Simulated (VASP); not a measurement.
# MoS2 (P-3m1) in VASP: notebook

The runs below take MoS2 through single point, with PBE.

All numbers are computed with VASP 6.6.1; they aren't measurements. Logs are shortened: lines on timing, memory, paths and dates and some standing lists are left out, and cuts for length are marked.

## 1. The cell of the first run

The structure is trigonal, space group P-3m1 (No. 164). The conventional cell has a = 3.227 Å, b = 3.227 Å, c = 6.312 Å, α = 90.00°, β = 90.00°, γ = 120.00°. Mo (site symmetry -3m) has 6 S at 2.42 Å within 3.2 Å. S (site symmetry 3m) has 3 Mo at 2.42 Å within 3.2 Å.

## 2. Single point, PBE

Input file INCAR:

```
ALGO     = Normal         # electronic algorithm
EDIFF    = 1E-6           # SCF threshold, eV
ENCUT    = 520            # plane-wave cutoff, eV
GGA      = PE             # functional
ISIF     = 2              # what is computed and relaxed
ISMEAR   = 0              # smearing method
LASPH    = T              # aspherical terms in the spheres
LCHARG   = F              # write CHGCAR
LREAL    = F              # projectors in reciprocal space
LWAVE    = F              # write WAVECAR
NBANDS   = 20             # bands
NELM     = 60             # most SCF steps
PREC     = Accurate       # precision mode
SIGMA    = 0.018000000000000002 # smearing width, eV
```

Input file KPOINTS:

```
k-points
0
Gamma
  9 9 4
```

Input file POSCAR:

```
MoS2
1.0
    3.2274645616      0.0000000000      0.0000000000
   -1.6137322808      2.7950663001      0.0000000000
    0.0000000000      0.0000000000      6.3124734200
Mo S
1 2
Direct
    0.0000000000      0.0000000000      0.5000000000
    0.6666666667      0.3333333333      0.7446806800
    0.3333333333      0.6666666667      0.2553193200
```

Potentials or basis: VASP PAW PBE potentials, release 64 (Mo_sv, S).

Run with:

```bash
$ cat potpaw_PBE.64/Mo_sv/POTCAR potpaw_PBE.64/S/POTCAR > POTCAR
$ mpirun -np 1 vasp_std > vasp.out
```

OUTCAR:

```text
EDIFF = 1E-6
   ENCUT = 520
   GGA = PE
   ISIF = 2
   ISMEAR = 0
   LASPH = T
   LREAL = F
   NELM = 60
   PREC = Accurate

 ion  position               nearest neighbor table
   1  0.000  0.000  0.500-   2 2.42   3 2.42   3 2.42   2 2.42   2 2.42   3 2.42
   2  0.667  0.333  0.745-   1 2.42   1 2.42   1 2.42
   3  0.333  0.667  0.255-   1 2.42   1 2.42   1 2.42

  LATTYP: Found a hexagonal cell.
 ALAT       =     3.2274645616
 C/A-ratio  =     1.9558614199

  Lattice vectors:

 A1 = (   3.2274645616,   0.0000000000,   0.0000000000)
 A2 = (  -1.6137322808,   2.7950663001,   0.0000000000)
 A3 = (   0.0000000000,   0.0000000000,   6.3124734200)

Analysis of symmetry for initial positions (statically):
=====================================================================
 Subroutine PRICEL returns:
 Original cell was already a primitive cell.

 Routine SETGRP: Setting up the symmetry group for a
 hexagonal supercell.

 Subroutine GETGRP returns: Found 12 space group operations
 (whereof 12 operations were pure point group operations)
 out of a pool of 24 trial point group operations.

The static configuration has the point symmetry D_3d.

Analysis of symmetry for dynamics (positions and initial velocities):
=====================================================================
 Subroutine PRICEL returns:
 Original cell was already a primitive cell.

 Routine SETGRP: Setting up the symmetry group for a
 hexagonal supercell.

 Subroutine GETGRP returns: Found 12 space group operations
 (whereof 12 operations were pure point group operations)
 out of a pool of 24 trial point group operations.

The dynamic configuration has the point symmetry D_3d.

 Subroutine INISYM returns: Found 12 space group operations
 (whereof 12 operations are pure point group operations),
 and found     1 'primitive' translations

----------------------------------------------------------------------------------------

                                     Primitive cell

  volume of cell :      56.9447

  direct lattice vectors                    reciprocal lattice vectors
     3.227464562  0.000000000  0.000000000     0.309840737  0.178886633  0.000000000
    -1.613732281  2.795066300  0.000000000     0.000000000  0.357773266  0.000000000
     0.000000000  0.000000000  6.312473420     0.000000000  0.000000000  0.158416509

  length of vectors
     3.227464562  3.227464562  6.312473420     0.357773266  0.357773266  0.158416509

  position of ions in fractional coordinates (direct lattice)
     0.000000000  0.000000000  0.500000000
     0.666666667  0.333333333  0.744680680
     0.333333333  0.666666667  0.255319320

  ion indices of the primitive-cell ions
   primitive index   ion index
                 1           1
                 2           2
                 3           3

----------------------------------------------------------------------------------------

 KPOINTS: k-points

Automatic generation of k-mesh.
 Grid dimensions read from file:
 generate k-points for:    9    9    4

 Generating k-lattice:

  Cartesian coordinates                     Fractional coordinates (reciprocal lattice)
     0.034426749  0.019876293  0.000000000     0.111111111  0.000000000  0.000000000
     0.000000000  0.039752585  0.000000000     0.000000000  0.111111111  0.000000000
     0.000000000  0.000000000  0.039604127     0.000000000  0.000000000  0.250000000

  Length of vectors
     0.039752585  0.039752585  0.039604127

  Shift w.r.t. Gamma in fractional coordinates (k-lattice)
     0.000000000  0.000000000  0.000000000

 Subroutine IBZKPT returns following result:
 ===========================================

 Found     43 irreducible k-points:

 Following reciprocal coordinates:
            Coordinates               Weight
  0.000000  0.000000  0.000000      1.000000
  0.111111  0.000000  0.000000      6.000000
  0.222222  0.000000  0.000000      6.000000
  0.333333  0.000000  0.000000      6.000000
  0.444444  0.000000  0.000000      6.000000
  0.111111  0.111111  0.000000      6.000000
[... 16 lines left out ...]
  0.222222  0.111111  0.250000     12.000000
 -0.111111  0.333333  0.250000     12.000000
 [... further k-points ...]
   k-points           NKPTS =     43   k-points in BZ     NKDIM =     43   number of bands    NBANDS=     20
   number of dos      NEDOS =    301   number of ions     NIONS =      3
   total plane-waves  NPLWV =  27648
   dimension x,y,z NGX =    24 NGY =   24 NGZ =   48
   dimension x,y,z NGXF=    48 NGYF=   48 NGZF=   96
   ions per type =               1   2
   NGX,Y,Z   is equivalent  to a cutoff of  12.36, 12.36, 12.64 a.u.
   NGXF,Y,Z  is equivalent  to a cutoff of  24.72, 24.72, 25.28 a.u.
 SYSTEM =  unknown system
   PREC   = accura    normal or accurate (medium, high low for compatibility)
   ISTART =      0    job   : 0-new  1-cont  2-samecut
   ICHARG =      2    charge: 1-file 2-atom 10-const
   ISPIN  =      1    spin polarized calculation?
   LNONCOLLINEAR =      F non collinear calculations
   LSORBIT =      F    spin-orbit coupling
   LASPH  =      T    aspherical Exc in radial PAW
   ENCUT  =  520.0 eV  38.22 Ry    6.18 a.u.   6.00  6.00 11.74*2*pi/ulx,y,z
   NELM   =     60;   NELMIN=  2; NELMDL= -5     # of ELM steps
   EDIFF  = 0.1E-05   stopping-criterion for ELM
   LREAL  =      F    real-space projection
   EDIFFG = 0.1E-04   stopping-criterion for IOM
   NSW    =      0    number of steps for IOM
   IBRION =     -1    ionic relax: 0-MD 1-quasi-New 2-CG
   NFREE  =      0    steps in history (QN), initial steepest desc. (CG)
   ISIF   =      2    stress and relaxation
   ISYM   =      2    0-nonsym 1-usesym 2-fastsym
   POTIM  = 0.5000    time-step for ionic-motion
   TEBEG  =    0.0;   TEEND  =   0.0 temperature during run
   PSTRESS=    0.0 pullay stress
   NELECT =      26.0000    total number of electrons
   NUPDOWN=      -1.0000    fix difference up-down
   EMIN   =  10.00;   EMAX   =-10.00  energy-range for DOS
   EFERMI =   0.00;   METHOD = LEGACY
   ISMEAR =     0;   SIGMA  =   0.02  broadening in eV -4-tet -1-fermi 0-gaus
   EFERMI_NEDOS =   21; number of points for ismear=-14 and -15
   IALGO  =     38    algorithm
   IMIX   =      4    mixing-type and parameters
     AMIX     =   0.40;   BMIX     =  1.00
     AMIX_MAG =   1.60;   BMIX_MAG =  1.00
  volume/ion in A,a.u.               =      18.98       128.09
  Fermi-wavevector in a.u.,A,eV,Ry     =   1.260612  2.382212 21.621610  1.589144
  Thomas-Fermi vector in A             =   2.394113
   LORBIT       =      0    0 simple, 1 ext, 2 COOP (PROOUT), +10 PAW based schemes
   GGA     = PE    functional components
   LHFCALC =     F    Hartree Fock is set to
   AEXX    =    0.0000 exact exchange contribution
   IVDW    =     0    specifies the selected vdW correction
   LEPSILON=     F    determine dielectric tensor
   LRPA    =     F    only Hartree local field effects (RPA)
 non-spin polarized calculation
 Gauss-broadening in eV      SIGMA  =   0.02
  energy-cutoff  :      520.00
  volume of cell :       56.94
 maximum number of plane-waves:      1557
   NGX = 13   NGY = 13   NGZ = 23

 number of electron      26.0000001 magnetization

 Free energy of the ion-electron system (eV)
  ---------------------------------------------------
  ext. energy  EPLUGINS =         0.00000000
  ---------------------------------------------------
  free energy    TOTEN  =       -21.00678893 eV

  energy without entropy =      -21.00626145  energy(sigma->0) =      -21.00652519

 E-fermi :   6.9000     XC(G=0): -10.4454

 val. band max:        6.8725207293   @ k =   0.2222   0.2222   0.5000
 cond. band min:       6.9022212846   @ k =   0.1111   0.0000   0.0000
 fundamental gap:      0.0297005553
 Fermi energy:         6.8999975040

 k-point     1 :       0.0000    0.0000    0.0000
  band No.  band energies     occupation
      1     -54.8724      2.00000
      2     -28.9007      2.00000
      3     -28.8776      2.00000
      4     -28.8776      2.00000
      5      -7.9130      2.00000
      6      -6.4741      2.00000
[... 12 lines left out ...]
     19      13.1353      0.00000
     20      16.4989      0.00000

 k-point     2 :       0.1111    0.0000    0.0000
  band No.  band energies     occupation
      1     -54.8687      2.00000
      2     -28.9162      2.00000
      3     -28.8931      2.00000
      4     -28.8864      2.00000
      5      -7.7289      2.00000
      6      -6.4353      2.00000
[... 12 lines left out ...]
     19      13.8665      0.00000
     20      16.0384      0.00000

 k-point     3 :       0.2222    0.0000    0.0000
  band No.  band energies     occupation
      1     -54.8595      2.00000
      2     -29.0130      2.00000
      3     -28.9088      2.00000
      4     -28.8738      2.00000
      5      -7.2278      2.00000
      6      -6.3288      2.00000
[... 12 lines left out ...]
     19      14.6494      0.00000
     20      15.5620      0.00000

 k-point     4 :       0.3333    0.0000    0.0000
  band No.  band energies     occupation
      1     -54.8489      2.00000
      2     -29.1212      2.00000
      3     -28.9341      2.00000
      4     -28.8519      2.00000
      5      -6.6193      2.00000
      6      -6.1328      2.00000
[... 12 lines left out ...]
     19      14.0097      0.00000
     20      14.8296      0.00000

 k-point     5 :       0.4444    0.0000    0.0000
  band No.  band energies     occupation
      1     -54.8420      2.00000
      2     -29.1908      2.00000
      3     -28.9505      2.00000
      4     -28.8375      2.00000
      5      -6.3527      2.00000
      6      -5.7573      2.00000
[... 12 lines left out ...]
     19      13.7263      0.00000
     20      15.0388      0.00000
[... 353 lines left out ...]
      6      -5.7517      2.00000
[... 12 lines left out ...]
     19      13.3549      0.00000
     20      14.2912      0.00000

 k-point    22 :       0.1111    0.1111    0.2500
  band No.  band energies     occupation
      1     -54.8623      2.00000
      2     -28.9804      2.00000
      3     -28.9057      2.00000
      4     -28.8796      2.00000
      5      -7.3079      2.00000
      6      -6.4719      2.00000
[... 12 lines left out ...]
     19      15.1391      0.00000
     20      15.8136      0.00000

 k-point    23 :       0.2222    0.1111    0.2500
  band No.  band energies     occupation
      1     -54.8524      2.00000
      2     -29.0747      2.00000
      3     -28.9375      2.00000
      4     -28.8590      2.00000
      5      -6.7667      2.00000
      6      -6.2714      2.00000
[... 12 lines left out ...]
     19      14.7197      0.00000
     20      15.8083      0.00000

 k-point    24 :      -0.1111    0.3333    0.2500
  band No.  band energies     occupation
      1     -54.8524      2.00000
      2     -29.0747      2.00000
      3     -28.9375      2.00000
      4     -28.8590      2.00000
      5      -6.7132      2.00000
      6      -6.3381      2.00000
[... 12 lines left out ...]
     19      15.1683      0.00000
     20      15.3820      0.00000

 [... further k-points ...]

------------------------ aborting loop because EDIFF is reached ----------------------------------------

  FORCE on cell =-STRESS in cart. coord.  units (eV):
  Direction    XX          YY          ZZ          XY          YZ          ZX
  --------------------------------------------------------------------------------------
  -------------------------------------------------------------------------------------
  Total       -0.0237720     -0.0237720      1.0592494      0.0000000      0.0000000      0.0000000
  in kB       -0.6688407     -0.6688407     29.8027032      0.0000000      0.0000000      0.0000000
  external PRESSURE =       9.4883406 kB  Pullay stress =       0.0000000 kB

 VOLUME and BASIS-vectors are now :
 -----------------------------------------------------------------------------
  energy-cutoff  :      520.00
  volume of cell :       56.94
      direct lattice vectors                 reciprocal lattice vectors
     3.227464562  0.000000000  0.000000000     0.309840737  0.178886633  0.000000000
    -1.613732281  2.795066300  0.000000000     0.000000000  0.357773266  0.000000000
     0.000000000  0.000000000  6.312473420     0.000000000  0.000000000  0.158416509

 POSITION                                       TOTAL-FORCE (eV/Angst)
 -----------------------------------------------------------------------------------
      0.00000      0.00000      3.15624         0.000000     -0.000000      0.000000
      1.61373      0.93169      4.70078         0.000000     -0.000000      0.289621
     -0.00000      1.86338      1.61170        -0.000000      0.000000     -0.289621
 -----------------------------------------------------------------------------------
    total drift:                                0.000000     -0.000000      0.000000

  FREE ENERGIE OF THE ION-ELECTRON SYSTEM (eV)
  ---------------------------------------------------
  free  energy   TOTEN  =       -21.0067889314 eV

  energy  without entropy=      -21.0062614543  energy(sigma->0) =      -21.00652519
```

Run time: 19 s. Hardware: 1 thread of Intel Xeon Platinum 8559C (Emerald Rapids), shared host; peak memory 0.19 GiB.

Results:

| Quantity | Value |
| --- | --- |
| Free energy | -21.0068 eV |
| Pressure | 0.9 GPa |
| Largest force | 0.290 eV/Å |
| Band gap on the k mesh | zero (band 13 reaches 7.55 eV, above the bottom of band 14 at 6.52 eV) |

Forces in eV/Å, atoms in the order of the input:
```
Mo   0.000  0.000  0.000
S    0.000  0.000  0.290
S    0.000  0.000 -0.290
```

Caveat: this functional lacks dispersion, which binds the layers, so the pressure and a relaxed spacing across them are unreliable.

## 3. Single point, PBE

Input file INCAR:

```
PREC     = Accurate       # precision mode
ENCUT    = 520            # plane-wave cutoff, eV
EDIFF    = 1E-6           # SCF threshold, eV
ISMEAR   = 0              # smearing method
SIGMA    = 0.019000000000000003 # smearing width, eV
LREAL    = F              # projectors in reciprocal space
LASPH    = T              # aspherical terms in the spheres
NELM     = 60             # most SCF steps
ALGO     = Normal         # electronic algorithm
ISIF     = 2              # what is computed and relaxed
LWAVE    = F              # write WAVECAR
LCHARG   = T              # write CHGCAR
GGA      = PE             # functional
LELF     = T              # ELF
LVHAR    = T            
NBANDS   = 20             # bands
```

Input file KPOINTS:

```
regular mesh
0
Gamma
  9 9 4
```

POSCAR is that of step 2.

Potentials or basis: VASP PAW PBE potentials, release 64 (Mo_sv, S).

Run with:

```bash
$ cat potpaw_PBE.64/Mo_sv/POTCAR potpaw_PBE.64/S/POTCAR > POTCAR
$ mpirun -np 1 vasp_std > vasp.out
```

Wall time 19 s (1 thread of Intel Xeon Platinum 8559C (Emerald Rapids), shared host); peak memory 0.19 GiB.

Results (log left out):

| Quantity | Value |
| --- | --- |
| Free energy | -21.0068 eV |
| Pressure | 0.9 GPa |
| Largest force | 0.289 eV/Å |
| Band gap on the k mesh | zero (band 13 reaches 7.55 eV, above the bottom of band 14 at 6.52 eV) |

Forces in eV/Å, atoms in the order of the input:
```
Mo   0.000  0.000  0.000
S    0.000  0.000  0.289
S    0.000  0.000 -0.289
```

Stress tensor (GPa, compression positive):
```
-0.07  0.00  0.00
 0.00 -0.07  0.00
 0.00  0.00  2.98
```

Levels at points of the mesh, in eV from the Fermi level:
```csv
k point,band 10,band 11,band 12,band 13,band 14,band 15,band 16,band 17
"(0.00, 0.00, 0.00)",-1.83,-1.04,-0.93,-0.93,-0.32,-0.32,3.20,3.20
"(0.00, 0.00, 0.50)",-3.56,-0.94,-0.94,-0.38,-0.38,-0.06,3.36,3.36
```

Caveat: this functional lacks dispersion, which binds the layers, so the pressure and a relaxed spacing across them are unreliable.

## 4. Single point, PBE

Input file INCAR:

```
SYSTEM = MoS2
PREC     = Accurate       ! precision mode
ENCUT    = 520            ! plane-wave cutoff, eV
EDIFF    = 1E-6           ! SCF threshold, eV
ISMEAR   = 0              ! smearing method
SIGMA    = 0.02           ! smearing width, eV
LREAL    = .False.        ! projectors in reciprocal space
LASPH    = .True.         ! aspherical terms in the spheres
NELM     = 60             ! most SCF steps
ALGO     = Normal         ! electronic algorithm
ISIF     = 2              ! what is computed and relaxed
LWAVE    = .False.        ! write WAVECAR
LCHARG   = .False.        ! write CHGCAR
GGA      = PE             ! functional
NBANDS   = 20             ! bands
```

Input file KPOINTS:

```
regular mesh
0
Gamma
  9 9 4
  0 0 0
```

POSCAR is that of step 3.

Run with:

```bash
$ cat potpaw_PBE.64/Mo_sv/POTCAR potpaw_PBE.64/S/POTCAR > POTCAR
$ mpirun -np 1 vasp_std > vasp.out
```

It took 18 s on 1 thread of Intel Xeon Platinum 8559C (Emerald Rapids), shared host; peak memory 0.19 GiB.

It converged, with:

- Free energy: -21.0068 eV
- Pressure: 0.9 GPa
- Largest force: 0.289 eV/Å
- Band gap on the k mesh: zero (band 13 reaches 7.55 eV, above the bottom of band 14 at 6.52 eV)

Forces on the atoms (eV/Å):
```
Mo   0.000  0.000  0.000
S    0.000  0.000  0.289
S    0.000  0.000 -0.289
```

Stress tensor (GPa, compression positive):
```
-0.07  0.00  0.00
 0.00 -0.07  0.00
 0.00  0.00  2.98
```

Levels at points of the mesh, in eV from the Fermi level:
```csv
k point,band 11,band 12,band 13,band 14,band 15,band 16
"(0.00, 0.00, 0.00)",-1.04,-0.93,-0.93,-0.32,-0.32,3.20
"(0.00, 0.00, 0.50)",-0.94,-0.94,-0.38,-0.38,-0.06,3.36
```

Caveat: this functional lacks dispersion, which binds the layers, so the pressure and a relaxed spacing across them are unreliable.

## 5. Summary

```csv
smearing,gap on the mesh (eV),pressure (GPa),largest force (eV/Å)
gaussian 0.018 eV,none,0.9,0.29
gaussian 0.019 eV,none,0.9,0.29
gaussian 0.02 eV,none,0.9,0.29
```

Alike in all rows: task single point; level PBE; potentials or basis VASP PAW PBE potentials, release 64 (Mo_sv, S); no spin polarisation; cell as given; k mesh 9 × 9 × 4; cutoff (eV) 520.

Every run on the cell as given and a fine mesh finds a metal.

Caveats: this functional lacks dispersion, which binds the layers, so the pressure and a relaxed spacing across them are unreliable.

Total energies depend on the potentials used, so only differences within one code and one set of settings carry meaning.
